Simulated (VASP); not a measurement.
Write the native input for VASP 6.6.1 that does the following.

```
Task                   : single point
Functional             : PBE
Potentials or basis    : VASP PAW PBE potentials, release 64 (Ba_sv, Ag, Hf_pv)
Cutoff                 : 520 eV
k mesh                 : 4 × 4 × 4, shifted
Occupations            : fermi-dirac, width 0.1 eV
Spin                   : no spin polarisation
Dipole correction      : no
Further INCAR settings : ALGO = Normal; EDIFF = 1e-06; NBANDS = 34
```

The structure of BaHf2Ag2 lies in POSCAR:

```
BaHf2Ag2
1.0
   -0.0146389800      4.6891600900     -0.0326924800
    4.6918577700     -0.0146389800     -0.0287759700
    2.3725603600      2.3758313100     -5.4091154200
Ba Ag Hf
1 2 2
Direct
    0.0103120000      0.0229850000      0.9899760000
    0.7276090000      0.2497280000      0.5191560000
    0.2686970000      0.7559470000      0.4752860000
    0.3389610000      0.3782040000      0.2519320000
    0.6276870000      0.6212630000      0.7397540000
```

One way to write it, as run:

INCAR

```
SYSTEM = BaHf2Ag2
ALGO = Normal
EDIFF = 1E-6
ENCUT = 520
GGA = PE
ISIF = 2
ISMEAR = -1
LASPH = .TRUE.
LCHARG = .FALSE.
LREAL = .FALSE.
LWAVE = .FALSE.
NBANDS = 34
NELM = 100
PREC = Accurate
SIGMA = 0.1
```

KPOINTS

```
Automatic mesh
0
Gamma
  4 4 4
  0.5 0.5 0
```

Potentials or basis: VASP PAW PBE potentials, release 64 (Ba_sv, Ag, Hf_pv).

Command:

```bash
$ cat potpaw_PBE.64/Ba_sv/POTCAR potpaw_PBE.64/Ag/POTCAR potpaw_PBE.64/Hf_pv/POTCAR > POTCAR
$ mpirun -np 1 vasp_std > vasp.out
```

Results of the run:

```yaml
Pressure: 13.8 GPa
Largest_force: 1.198 eV/Å
Band_gap_on_the_k_mesh: zero (band 26 reaches 5.55 eV, above the bottom of band 27 at 5.32 eV)
```

Caveat: the k points lie up to 0.37 Å⁻¹ apart; spin-orbit coupling is left out, which moves the levels of the heavy elements; forces of over 1 eV/Å act on the atoms, so gaps and moduli don't describe the material at rest.

It took 52 s on 1 thread of Intel(R) Xeon(R) 6975P-C (Granite Rapids), with other jobs on the host, peak memory 0.31 GiB.
